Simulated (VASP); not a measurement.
Wanted: the native input for a VASP 6.6.1 run.

- Task: single point
- Functional: PBE
- Potentials or basis: VASP PAW PBE potentials, release 64 (Si, C)
- Cutoff: 600 eV
- k mesh: 4 × 4 × 4
- Occupations: gaussian, width 0.05 eV
- Spin: no spin polarisation
- Dipole correction: no
- Further INCAR settings: ALGO = Normal; EDIFF = 1e-06; NBANDS = 11

The structure of SiC lies in POSCAR:

```
SiC
1.0
    0.0000000000      2.1740000000      2.1740000000
    2.1740000000      0.0000000000      2.1740000000
    2.1740000000      2.1740000000      0.0000000000
Si C
1 1
Direct
   -0.1379944802     -0.1379944802     -0.0571591852
    0.7500000000      0.7500000000      0.7500000000
```

This cell differs from its parent crystal: atom 1 (Si) moved by (-0.600, -0.600) A along [1 1 0] and z.

These files were run (other wordings do the same):

INCAR

```
ALGO = Normal ; EDIFF = 1E-6
ENCUT = 600 ; GGA = PE
GGA_COMPAT = F ; ISIF = 2
ISMEAR = 0 ; LASPH = T
LCHARG = F ; LREAL = F
LWAVE = F ; NBANDS = 11
NELM = 120 ; PREC = Accurate
SIGMA = 0.05
```

KPOINTS

```
k-points
0
Gamma
  4 4 4
```

Potentials or basis: VASP PAW PBE potentials, release 64 (Si, C).

Command:

```console
$ cat potpaw_PBE.64/Si/POTCAR potpaw_PBE.64/C/POTCAR > POTCAR
$ mpirun -np 1 vasp_std > vasp.out
```

Results of the run:

```yaml
Pressure: 272.5 GPa
Largest_force: 107.032 eV/Å
Band_gap_on_the_k_mesh: 0.83 eV, indirect (least direct gap 2.53 eV)
```

Caveat: the k points lie up to 0.63 Å⁻¹ apart; the cell differs from its parent crystal (atom 1 (Si) moved by (-0.600, -0.600) A along [1 1 0] and z); forces of over 1 eV/Å act on the atoms, so gaps and moduli don't describe the material at rest.

Run time: 9.1 s on 1 thread of Intel(R) Xeon(R) Platinum 8375C CPU @ 2.90GHz (Ice Lake), with other jobs on the host, peak memory 0.15 GiB.
